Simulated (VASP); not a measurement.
# C19O in VASP: notebook

The runs below take C19O through single point, with PBE+D3(BJ).

Program: VASP 6.6.1. These are calculated values, not measurements. Logs are shortened: lines on timing, memory, paths and dates and some standing lists are left out, and cuts for length are marked.

## 1. The cell of the first run

The cell holds a slab with vacuum, 20 atoms: a = 7.398 Å, b = 7.398 Å, c = 12.000 Å, α = 90.00°, β = 90.00°, γ = 120.00°.

## 2. Single point, PBE+D3(BJ)

File INCAR:

```
PREC = Accurate ; ENCUT = 520
EDIFF = 1E-6 ; ISMEAR = 0
SIGMA = 0.02 ; LREAL = Auto
LASPH = True ; NELM = 80
ALGO = Normal ; ISIF = 2
LWAVE = False ; LCHARG = False
GGA = PE ; IVDW = 12
NBANDS = 57
```

File KPOINTS:

```
regular mesh
0
Gamma
  2 2 1
```

File POSCAR:

```
C19O
1.0
    7.3980000000      0.0000000000      0.0000000000
   -3.6990000000      6.4068560000      0.0000000000
    0.0000000000      0.0000000000     12.0000000000
C O
19 1
Direct
   -0.0002353549      0.0013062569      0.0760485000
    0.2204029830      0.1116775529      0.0770274167
   -0.0024134655      0.3341727986      0.0751058333
    0.2224513023      0.4466146890      0.0770524167
   -0.0007782998      0.6695558633      0.0798075000
    0.2205303098      0.7803966563      0.0825616667
    0.3310440168      0.0010334242      0.0799469167
    0.5558424419      0.1133223534      0.0750150833
    0.3327286285      0.3364564460      0.0736281667
    0.5540183198      0.4469895999      0.0708184167
    0.3330247245      0.6679834852      0.0800400000
    0.5536138384      0.7782263250      0.0767226667
    0.6660984683      0.0030660905      0.0745035833
    0.8873281681      0.1136379528      0.0731639167
    0.6665745966      0.3344506260      0.0714506667
    0.8869393914      0.4447590206      0.0751387500
    0.6642339737      0.6676415078      0.0739254167
    0.8890113172      0.7799163896      0.0771981667
    0.5850944874      0.4286461253      0.2952599167
    0.4897212269      0.4996703531      0.3272510833
```

Potentials or basis: VASP PAW PBE potentials, release 64 (C, O).

Run with:

```
$ cat potpaw_PBE.64/C/POTCAR potpaw_PBE.64/O/POTCAR > POTCAR
$ mpirun -np 1 vasp_std > vasp.out
```

OUTCAR:

```text
PREC = Accurate
   ENCUT = 520
   EDIFF = 1E-6
   ISMEAR = 0
   LREAL = Auto
   LASPH = True
   NELM = 80
   ISIF = 2
   GGA = PE
   IVDW = 12
 IVDW          = 12

 ion  position               nearest neighbor table
   1  1.000  0.001  0.076-   2 1.41  18 1.42  14 1.44
   2  0.220  0.112  0.077-   1 1.41   7 1.42   9 1.44
   3  0.998  0.334  0.075-  14 1.41  16 1.42   4 1.44
   4  0.222  0.447  0.077-   9 1.41  11 1.42   3 1.44
   5  0.999  0.670  0.080-  18 1.41   6 1.42  16 1.44
   6  0.221  0.780  0.083-   7 1.41   5 1.42  11 1.44
[... 10 lines left out ...]
  17  0.664  0.668  0.074-  10 1.41  12 1.42  18 1.44
  18  0.889  0.780  0.077-   5 1.41   1 1.42  17 1.44
  19  0.585  0.429  0.295-  20 1.14
  20  0.490  0.500  0.327-  19 1.14

  LATTYP: Found a hexagonal cell.
 ALAT       =     7.3980000000
 C/A-ratio  =     1.6220600162

  Lattice vectors:

 A1 = (   7.3980000000,   0.0000000000,   0.0000000000)
 A2 = (  -3.6990000000,   6.4068560000,   0.0000000000)
 A3 = (   0.0000000000,   0.0000000000,  12.0000000000)

Analysis of symmetry for initial positions (statically):
=====================================================================
 Subroutine PRICEL returns:
 Original cell was already a primitive cell.

 Routine SETGRP: Setting up the symmetry group for a
 hexagonal supercell.

 Subroutine GETGRP returns: Found  1 space group operations
 (whereof  1 operations were pure point group operations)
 out of a pool of 24 trial point group operations.

The static configuration has the point symmetry C_1 .

Analysis of symmetry for dynamics (positions and initial velocities):
=====================================================================
 Subroutine PRICEL returns:
 Original cell was already a primitive cell.

 Routine SETGRP: Setting up the symmetry group for a
 hexagonal supercell.

 Subroutine GETGRP returns: Found  1 space group operations
 (whereof  1 operations were pure point group operations)
 out of a pool of 24 trial point group operations.

The dynamic configuration has the point symmetry C_1 .

 Subroutine INISYM returns: Found  1 space group operations
 (whereof  1 operations are pure point group operations),
 and found     1 'primitive' translations

----------------------------------------------------------------------------------------

                                     Primitive cell

  volume of cell :     568.7750

  direct lattice vectors                    reciprocal lattice vectors
     7.398000000  0.000000000  0.000000000     0.135171668  0.078041398  0.000000000
    -3.699000000  6.406856000  0.000000000     0.000000000  0.156082796  0.000000000
     0.000000000  0.000000000 12.000000000     0.000000000  0.000000000  0.083333333

  length of vectors
     7.398000000  7.398000054 12.000000000     0.156082797  0.156082796  0.083333333

  position of ions in fractional coordinates (direct lattice)
     0.999764645  0.001306257  0.076048500
     0.220402983  0.111677553  0.077027417
     0.997586535  0.334172799  0.075105833
     0.222451302  0.446614689  0.077052417
     0.999221700  0.669555863  0.079807500
     0.220530310  0.780396656  0.082561667
[... 12 lines left out ...]
     0.585094487  0.428646125  0.295259917
     0.489721227  0.499670353  0.327251083

  ion indices of the primitive-cell ions
   primitive index   ion index
                 1           1
                 2           2
                 3           3
                 4           4
                 5           5
                 6           6
[... 12 lines left out ...]
                19          19
                20          20

----------------------------------------------------------------------------------------

 KPOINTS: regular mesh

Automatic generation of k-mesh.
 Grid dimensions read from file:
 generate k-points for:    2    2    1

 Generating k-lattice:

  Cartesian coordinates                     Fractional coordinates (reciprocal lattice)
     0.067585834  0.039020699  0.000000000     0.500000000  0.000000000  0.000000000
     0.000000000  0.078041398  0.000000000     0.000000000  0.500000000  0.000000000
     0.000000000  0.000000000  0.083333333     0.000000000  0.000000000  1.000000000

  Length of vectors
     0.078041399  0.078041398  0.083333333

  Shift w.r.t. Gamma in fractional coordinates (k-lattice)
     0.000000000  0.000000000  0.000000000

 Subroutine IBZKPT returns following result:
 ===========================================

 Found      4 irreducible k-points:

 Following reciprocal coordinates:
            Coordinates               Weight
  0.000000  0.000000  0.000000      1.000000
  0.500000  0.000000  0.000000      1.000000
  0.000000  0.500000  0.000000      1.000000
  0.500000  0.500000  0.000000      1.000000
   k-points           NKPTS =      4   k-points in BZ     NKDIM =      4   number of bands    NBANDS=     57
   number of dos      NEDOS =    301   number of ions     NIONS =     20
   total plane-waves  NPLWV = 282240
   dimension x,y,z NGX =    56 NGY =   56 NGZ =   90
   dimension x,y,z NGXF=   112 NGYF=  112 NGZF=  180
   ions per type =              19   1
   NGX,Y,Z   is equivalent  to a cutoff of  12.58, 12.58, 12.47 a.u.
   NGXF,Y,Z  is equivalent  to a cutoff of  25.17, 25.17, 24.94 a.u.
 SYSTEM =  unknown system
   PREC   = accura    normal or accurate (medium, high low for compatibility)
   ISTART =      0    job   : 0-new  1-cont  2-samecut
   ICHARG =      2    charge: 1-file 2-atom 10-const
   ISPIN  =      1    spin polarized calculation?
   LNONCOLLINEAR =      F non collinear calculations
   LSORBIT =      F    spin-orbit coupling
   LASPH  =      T    aspherical Exc in radial PAW
   ENCUT  =  520.0 eV  38.22 Ry    6.18 a.u.  13.76 13.76 22.31*2*pi/ulx,y,z
   NELM   =     80;   NELMIN=  2; NELMDL= -5     # of ELM steps
   EDIFF  = 0.1E-05   stopping-criterion for ELM
   LREAL  =      T    real-space projection
   EDIFFG = 0.1E-04   stopping-criterion for IOM
   NSW    =      0    number of steps for IOM
   IBRION =     -1    ionic relax: 0-MD 1-quasi-New 2-CG
   NFREE  =      0    steps in history (QN), initial steepest desc. (CG)
   ISIF   =      2    stress and relaxation
   ISYM   =      2    0-nonsym 1-usesym 2-fastsym
   POTIM  = 0.5000    time-step for ionic-motion
   TEBEG  =    0.0;   TEEND  =   0.0 temperature during run
   PSTRESS=    0.0 pullay stress
   NELECT =      82.0000    total number of electrons
   NUPDOWN=      -1.0000    fix difference up-down
   EMIN   =  10.00;   EMAX   =-10.00  energy-range for DOS
   EFERMI =   0.00;   METHOD = LEGACY
   ISMEAR =     0;   SIGMA  =   0.02  broadening in eV -4-tet -1-fermi 0-gaus
   EFERMI_NEDOS =   21; number of points for ismear=-14 and -15
   IALGO  =     38    algorithm
   IMIX   =      4    mixing-type and parameters
     AMIX     =   0.40;   BMIX     =  1.00
     AMIX_MAG =   1.60;   BMIX_MAG =  1.00
  volume/ion in A,a.u.               =      28.44       191.91
  Fermi-wavevector in a.u.,A,eV,Ry     =   0.858419  1.622176 10.025902  0.736883
  Thomas-Fermi vector in A             =   1.975621
   LORBIT       =      0    0 simple, 1 ext, 2 COOP (PROOUT), +10 PAW based schemes
   GGA     = PE    functional components
   LHFCALC =     F    Hartree Fock is set to
   AEXX    =    0.0000 exact exchange contribution
   IVDW    =    12    specifies the selected vdW correction
   LEPSILON=     F    determine dielectric tensor
   LRPA    =     F    only Hartree local field effects (RPA)
 non-spin polarized calculation
 Gauss-broadening in eV      SIGMA  =   0.02
  energy-cutoff  :      520.00
  volume of cell :      568.78
 maximum number of plane-waves:     15363
 NGX is ok and might be reduce to    56
   NGX = 27   NGY = 27   NGZ = 45

 number of electron      81.9999994 magnetization

 Free energy of the ion-electron system (eV)
  ---------------------------------------------------
  ext. energy  EPLUGINS =         0.00000000
  ---------------------------------------------------
  free energy    TOTEN  =      -180.19629624 eV

  energy without entropy =     -180.19629624  energy(sigma->0) =     -180.19629624

 E-fermi :  -1.5540     XC(G=0):  -4.1234

 val. band max:       -1.6422867344   @ k =   0.0000   0.0000   0.0000
 cond. band min:      -1.4635581650   @ k =   0.0000   0.0000   0.0000
 fundamental gap:      0.1787285694
 Fermi energy:        -1.5540477619

 k-point     1 :       0.0000    0.0000    0.0000
  band No.  band energies     occupation
      1     -26.3554      2.00000
      2     -21.0613      2.00000
      3     -18.5682      2.00000
      4     -18.5508      2.00000
      5     -18.4519      2.00000
      6     -18.4449      2.00000
[... 45 lines left out ...]
     52       3.4453      0.00000
     53       3.4748      0.00000

 k-point     2 :       0.5000    0.0000    0.0000
  band No.  band energies     occupation
      1     -26.3554      2.00000
      2     -20.4127      2.00000
      3     -20.4021      2.00000
      4     -19.1573      2.00000
      5     -19.0718      2.00000
      6     -16.6689      2.00000
[... 45 lines left out ...]
     52       3.8755      0.00000
     53       4.2090      0.00000

 k-point     3 :       0.0000    0.5000    0.0000
  band No.  band energies     occupation
      1     -26.3554      2.00000
      2     -20.4118      2.00000
      3     -20.4031      2.00000
      4     -19.1562      2.00000
      5     -19.0731      2.00000
      6     -16.6681      2.00000
[... 45 lines left out ...]
     52       3.8966      0.00000
     53       4.1893      0.00000

 k-point     4 :       0.5000    0.5000    0.0000
  band No.  band energies     occupation
      1     -26.3554      2.00000
      2     -20.4173      2.00000
      3     -20.3973      2.00000
      4     -19.1604      2.00000
      5     -19.0693      2.00000
      6     -16.6750      2.00000
[... 45 lines left out ...]
     52       3.7651      0.00000
     53       4.2096      0.00000
 [bands above 53 left out]

------------------------ aborting loop because EDIFF is reached ----------------------------------------

 Edisp (eV)   -1.81201

 E8    (eV) :    -0.5579

  FORCE on cell =-STRESS in cart. coord.  units (eV):
  Direction    XX          YY          ZZ          XY          YZ          ZX
  --------------------------------------------------------------------------------------
  -------------------------------------------------------------------------------------
  Total       1.55321     0.86939     1.40337    -0.41148     0.26218    -0.48287
  in kB       4.37522     2.44899     3.95313    -1.15909     0.73854    -1.36020
  external pressure =        3.59 kB  Pullay stress =        0.00 kB

 VOLUME and BASIS-vectors are now :
 -----------------------------------------------------------------------------
  energy-cutoff  :      520.00
  volume of cell :      568.78
      direct lattice vectors                 reciprocal lattice vectors
     7.398000000  0.000000000  0.000000000     0.135171668  0.078041398  0.000000000
    -3.699000000  6.406856000  0.000000000     0.000000000  0.156082796  0.000000000
     0.000000000  0.000000000 12.000000000     0.000000000  0.000000000  0.083333333

 POSITION                                       TOTAL-FORCE (eV/Angst)
 -----------------------------------------------------------------------------------
      7.39143      0.00837      0.91258        -0.003317      0.000734      0.033346
      1.21745      0.71550      0.92433         0.002232     -0.011865     -0.068684
      6.14404      2.14100      0.90127        -0.002991     -0.006608      0.052338
     -0.00633      2.86140      0.92463         0.010130     -0.003498     -0.056711
      4.91555      4.28975      0.95769        -0.001538      0.005253     -0.098262
     -1.25520      4.99989      0.99074         0.021402      0.003384     -0.183557
[... 12 lines left out ...]
      2.74297      2.74627      3.54312         0.834475     -0.369428      0.096714
      1.77468      3.20132      3.92701        -0.888173      0.410885      0.455453
 -----------------------------------------------------------------------------------
    total drift:                                0.007985      0.010700     -0.012326

  FREE ENERGIE OF THE ION-ELECTRON SYSTEM (eV)
  ---------------------------------------------------
  free  energy   TOTEN  =      -182.0083049315 eV

  energy  without entropy=     -182.0083049315  energy(sigma->0) =     -182.00830493
```

It took 2.2 min on 1 thread of Intel Xeon 6975P-C (Granite Rapids), shared host; peak memory 0.58 GiB.

Results:

```
Free energy                : -182.0083 eV
Largest force              : 1.079 eV/Å
Band gap on the k mesh     : 0.18 eV, direct
Dispersion energy per atom : -0.091 eV
```

Forces in eV/Å, atoms in the order of the input:
```
C   -0.003  0.001  0.033
C    0.002 -0.012 -0.069
C   -0.003 -0.007  0.052
C    0.010 -0.003 -0.057
C   -0.002  0.005 -0.098
C    0.021  0.003 -0.184
C   -0.002 -0.022 -0.143
C    0.009 -0.001 -0.031
C   -0.008 -0.008 -0.036
C    0.007  0.004  0.068
C    0.011 -0.001 -0.099
C    0.007 -0.004 -0.036
C   -0.014  0.001  0.107
C    0.006  0.012  0.141
C   -0.009  0.007 -0.012
C   -0.002  0.004 -0.027
C    0.004 -0.013 -0.087
C    0.018 -0.007 -0.077
C    0.834 -0.369  0.097
O   -0.888  0.411  0.455
```

Levels at points of the mesh, in eV from the valence-band top:
| k point | band 38 | band 39 | band 40 | band 41 | band 42 | band 43 | band 44 | band 45 |
| --- | --- | --- | --- | --- | --- | --- | --- | --- |
| (0.00, 0.00, 0.00) | -2.94 | -2.94 | -0.03 | 0.00 | 0.18 | 0.21 | 2.47 | 2.66 |
| (0.50, 0.00, 0.00) | -2.56 | -2.53 | -2.47 | -2.24 | 1.71 | 2.28 | 2.41 | 2.60 |
| (0.00, 0.50, 0.00) | -2.56 | -2.53 | -2.48 | -2.24 | 1.71 | 2.27 | 2.45 | 2.59 |
| (0.50, 0.50, 0.00) | -2.53 | -2.52 | -2.52 | -2.26 | 1.69 | 2.32 | 2.52 | 2.59 |

Caveat: the k points lie up to 0.49 Å⁻¹ apart.

(Part 1 of 2 ends here.)
